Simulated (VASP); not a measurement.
# BP (pbe) (F-43m) in VASP: notebook, part 2 of 2

VASP 6.6.1. Earlier steps stand in the parts before.

### Step 3. Single point, PBE (volume scaled by 1.03)

Input file INCAR:

```
SYSTEM = BP
ALGO     = Normal         ! electronic algorithm
EDIFF    = 1E-6           ! SCF threshold, eV
ENCUT    = 500            ! plane-wave cutoff, eV
GGA      = PE             ! functional
GGA_COMPAT= .False.      
ISIF     = 2              ! what is computed and relaxed
ISMEAR   = 0              ! smearing method
LASPH    = .True.         ! aspherical terms in the spheres
LCHARG   = .False.        ! write CHGCAR
LREAL    = .False.        ! projectors in reciprocal space
LWAVE    = .False.        ! write WAVECAR
NBANDS   = 11             ! bands
NELM     = 120            ! most SCF steps
PREC     = Accurate       ! precision mode
SIGMA    = 0.02           ! smearing width, eV
```

Input file KPOINTS:

```
k-points
0
Gamma
  10 10 10
  0 0 0
```

Input file POSCAR:

```
BP
1.0
    0.0000000000      2.2966697423      2.2966697423
    2.2966697423      0.0000000000      2.2966697423
    2.2966697423      2.2966697423      0.0000000000
B P
1 1
Direct
    0.0000000000      0.0000000000      0.0000000000
    0.2500000000      0.2500000000      0.2500000000
```

Potentials or basis: VASP PAW PBE potentials, release 64 (B, P).

Launch:

```console
cat potpaw_PBE.64/B/POTCAR potpaw_PBE.64/P/POTCAR > POTCAR
mpirun -np 1 vasp_std > vasp.out
```

Wall time 15 s (1 thread of AMD EPYC 7R43 (Zen 3), shared host); peak memory 0.1 GiB.

Results (log left out):

```
Free energy            : -12.9198 eV
Pressure               : -4.7 GPa
Band gap on the k mesh : 1.29 eV, indirect (least direct gap 3.35 eV)
```

Levels at points of the mesh, in eV from the valence-band top:
| k point | band 2 | band 3 | band 4 | band 5 | band 6 | band 7 |
| --- | --- | --- | --- | --- | --- | --- |
| (0.00, 0.00, 0.00) | 0.00 | 0.00 | 0.00 | 3.35 | 3.35 | 3.35 |
| (0.50, 0.00, 0.00) | -8.78 | -1.71 | -1.71 | 3.57 | 4.69 | 4.69 |
| (0.50, 0.50, 0.00) | -8.40 | -3.98 | -3.98 | 1.40 | 1.69 | 11.79 |

### Step 4. Single point, PBE (volume scaled by 1.06)

Input file INCAR:

```
SYSTEM = BP
PREC     = Accurate       ! precision mode
ENCUT    = 500            ! plane-wave cutoff, eV
EDIFF    = 1E-6           ! SCF threshold, eV
ISMEAR   = 0              ! smearing method
SIGMA    = 0.02           ! smearing width, eV
LREAL    = .FALSE.        ! projectors in reciprocal space
LASPH    = .TRUE.         ! aspherical terms in the spheres
NELM     = 120            ! most SCF steps
ALGO     = Normal         ! electronic algorithm
ISIF     = 2              ! what is computed and relaxed
LWAVE    = .FALSE.        ! write WAVECAR
LCHARG   = .FALSE.        ! write CHGCAR
GGA      = PE             ! functional
NBANDS   = 11             ! bands
GGA_COMPAT= .FALSE.
```

Input file KPOINTS:

```
Automatic mesh
0
G
  10 10 10
  0 0 0
```

Input file POSCAR:

```
BP
1.0
    0.0000000000      2.3187544600      2.3187544600
    2.3187544600      0.0000000000      2.3187544600
    2.3187544600      2.3187544600      0.0000000000
B P
1 1
Direct
    0.0000000000      0.0000000000      0.0000000000
    0.2500000000      0.2500000000      0.2500000000
```

Potentials or basis: VASP PAW PBE potentials, release 64 (B, P).

Launch:

```console
cat potpaw_PBE.64/B/POTCAR potpaw_PBE.64/P/POTCAR > POTCAR
mpirun -np 1 vasp_std > vasp.out
```

OUTCAR:

```text
SYSTEM = BP
   PREC = Accurate
   ENCUT = 500
   EDIFF = 1E-6
   ISMEAR = 0
   LREAL = .FALSE.
   LASPH = .TRUE.
   NELM = 120
   ISIF = 2
   GGA = PE

 ion  position               nearest neighbor table
   1  0.000  0.000  0.000-   2 2.01   2 2.01   2 2.01   2 2.01
   2  0.250  0.250  0.250-   1 2.01   1 2.01   1 2.01   1 2.01

  LATTYP: Found a face centered cubic cell.
 ALAT       =     4.6375089200

  Lattice vectors:

 A1 = (   0.0000000000,   2.3187544600,   2.3187544600)
[... 521 lines left out ...]

------------------------ aborting loop because EDIFF is reached ----------------------------------------

  FORCE on cell =-STRESS in cart. coord.  units (eV):
  Direction    XX          YY          ZZ          XY          YZ          ZX
  --------------------------------------------------------------------------------------
  -------------------------------------------------------------------------------------
  Total       -1.3389773     -1.3389773     -1.3389773     -0.0000000     -0.0000000     -0.0000000
  in kB      -86.0378437    -86.0378437    -86.0378437     -0.0000000     -0.0000000     -0.0000000
  external PRESSURE =     -86.0378437 kB  Pullay stress =       0.0000000 kB

 VOLUME and BASIS-vectors are now :
 -----------------------------------------------------------------------------
  energy-cutoff  :      500.00
  volume of cell :       24.93
      direct lattice vectors                 reciprocal lattice vectors
     0.000000000  2.318754460  2.318754460    -0.215633008  0.215633008  0.215633008
     2.318754460  0.000000000  2.318754460     0.215633008 -0.215633008  0.215633008
     2.318754460  2.318754460  0.000000000     0.215633008  0.215633008 -0.215633008

 POSITION                                       TOTAL-FORCE (eV/Angst)
 -----------------------------------------------------------------------------------
      0.00000      0.00000      0.00000         0.000000      0.000000      0.000000
      1.15938      1.15938      1.15938        -0.000000     -0.000000      0.000000
 -----------------------------------------------------------------------------------
    total drift:                                0.000000      0.000000      0.000000

  FREE ENERGIE OF THE ION-ELECTRON SYSTEM (eV)
  ---------------------------------------------------
  free  energy   TOTEN  =       -12.8905476743 eV

  energy  without entropy=      -12.8905476743  energy(sigma->0) =      -12.89054767
```

OSZICAR:

```text
N       E                     dE             d eps       ncg     rms          rms(c)
DAV:   1     0.907596908645E+01    0.90760E+01   -0.37451E+03  1034   0.630E+02
DAV:   2    -0.128394740661E+02   -0.21915E+02   -0.20879E+02  1366   0.105E+02
DAV:   3    -0.134648745506E+02   -0.62540E+00   -0.62365E+00  1322   0.159E+01
DAV:   4    -0.134673919538E+02   -0.25174E-02   -0.25172E-02  1177   0.119E+00
DAV:   5    -0.134674063206E+02   -0.14367E-04   -0.14367E-04  1270   0.891E-02    0.655E+00
DAV:   6    -0.129693721031E+02    0.49803E+00   -0.12119E+00  1151   0.457E+00    0.355E+00
DAV:   7    -0.128970345100E+02    0.72338E-01   -0.17535E-01  1280   0.209E+00    0.125E+00
DAV:   8    -0.128899993886E+02    0.70351E-02   -0.23968E-02  1209   0.866E-01    0.170E-01
DAV:   9    -0.128903356539E+02   -0.33627E-03   -0.72688E-04  1204   0.175E-01    0.991E-02
DAV:  10    -0.128905357658E+02   -0.20011E-03   -0.25051E-04  1155   0.987E-02    0.263E-02
DAV:  11    -0.128905466819E+02   -0.10916E-04   -0.11267E-05  1335   0.223E-02    0.280E-02
DAV:  12    -0.128905477830E+02   -0.11011E-05   -0.42928E-06  1154   0.102E-02    0.103E-02
DAV:  13    -0.128905476743E+02    0.10873E-06   -0.10157E-07   565   0.215E-03
   1 F= -.12890548E+02 E0= -.12890548E+02  d E =-.161893E-26
```

Wall time 16 s (1 thread of AMD EPYC 7R43 (Zen 3), shared host); peak memory 0.1 GiB.

Results:

| Item | Value |
| --- | --- |
| Free energy | -12.8905 eV |
| Pressure | -8.6 GPa |
| Band gap on the k mesh | 1.33 eV, indirect (least direct gap 3.31 eV) |

### Step 5. The runs side by side

```csv
cell,smearing,gap on the mesh (eV),pressure (GPa)
"a = 3.237 Å, angles 60.0°, 2 atoms",gaussian 0.01 eV,1.28,-3.3
"a = 3.248 Å, angles 60.0°, 2 atoms",gaussian 0.02 eV,1.29,-4.7
"a = 3.279 Å, angles 60.0°, 2 atoms",gaussian 0.02 eV,1.33,-8.6
```

Alike in all rows: task single point; level PBE; potentials or basis VASP PAW PBE potentials, release 64 (B, P); no spin polarisation; k mesh 10 × 10 × 10; cutoff (eV) 500.

Total energies depend on the potentials used, so only differences within one code and one set of settings carry meaning.
